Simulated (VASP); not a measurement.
Write the native input for VASP 6.6.1 that does the following.

* Task: single point
* Functional: PBE
* Potentials or basis: VASP PAW PBE potentials, release 64 (Zn)
* Cutoff: 520 eV
* k mesh: 6 × 6 × 2
* Occupations: gaussian, width 0.1 eV
* Spin: no spin polarisation
* Dipole correction: no
* Further INCAR settings: ALGO = Normal; EDIFF = 1e-06; NBANDS = 19

The structure of Zn lies in POSCAR:

```
Zn
1.0
    2.2681701736     -1.3084870100      0.0000000000
    2.2681701736      1.3084870100      0.0000000000
   -1.5917165425      0.0000000000      7.3004081919
Zn
2
Direct
    0.2219821400      0.2219821400      0.6654950200
    0.7780178600      0.7780178600      0.3345049800
```

These files were run (other wordings do the same):

INCAR

```
PREC     = Accurate       # precision mode
ENCUT    = 520            # plane-wave cutoff, eV
EDIFF    = 1E-6           # SCF threshold, eV
ISMEAR   = 0              # smearing method
SIGMA    = 0.1            # smearing width, eV
LREAL    = F              # projectors in reciprocal space
LASPH    = T              # aspherical terms in the spheres
NELM     = 60             # most SCF steps
ALGO     = Normal         # electronic algorithm
ISIF     = 2              # what is computed and relaxed
LWAVE    = F              # write WAVECAR
LCHARG   = F              # write CHGCAR
GGA      = PE             # functional
NBANDS   = 19             # bands
```

KPOINTS

```
Automatic mesh
0
Gamma
  6 6 2
```

Potentials or basis: VASP PAW PBE potentials, release 64 (Zn).

Command:

```bash
$ cat potpaw_PBE.64/Zn/POTCAR > POTCAR
$ mpirun -np 1 vasp_std > vasp.out
```

Results of the run:

* Pressure: 0.2 GPa
* Largest force: 0.509 eV/Å
* Band gap on the k mesh: zero (band 12 reaches 2.04 eV, above the bottom of band 13 at -1.32 eV)

Caveat: the k points lie up to 0.46 Å⁻¹ apart.

Run time: 11 s on 1 thread of Intel(R) Xeon(R) Platinum 8375C CPU @ 2.90GHz (Ice Lake), on a shared host, peak memory 0.16 GiB.
